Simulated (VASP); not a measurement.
A run of VASP 6.6.1 is set up as follows.

The input INCAR:

```
PREC = Accurate ; ENCUT = 520
EDIFF = 1E-6 ; ISMEAR = 0
SIGMA = 0.6 ; LREAL = F
LASPH = T ; NELM = 80
ALGO = Normal ; ISIF = 2
LWAVE = F ; LCHARG = F
GGA = PE ; NBANDS = 19
```

KPOINTS

```
Automatic mesh
0
Gamma
  12 12 7
```

File POSCAR:

```
Ti
1.0
    2.9390756844      0.0000000000      0.0000000000
   -1.4695378422      2.5453142064      0.0000000000
    0.0000000000      0.0000000000      4.6559893251
Ti
2
Direct
    0.3333333333      0.6666666667      0.2500000000
    0.6666666667      0.3333333333      0.7500000000
```

Potentials or basis: VASP PAW PBE potentials, release 64 (Ti_sv).

Run with:

```sh
$ cat potpaw_PBE.64/Ti_sv/POTCAR > POTCAR
$ mpirun -np 1 vasp_std > vasp.out
```

(1) Estimate the pressure.

(2) Predict the band gap on the k mesh.

## Answers

(1) 0.9 GPa.

(2) zero (band 12 reaches 9.10 eV, above the bottom of band 13 at 8.02 eV).
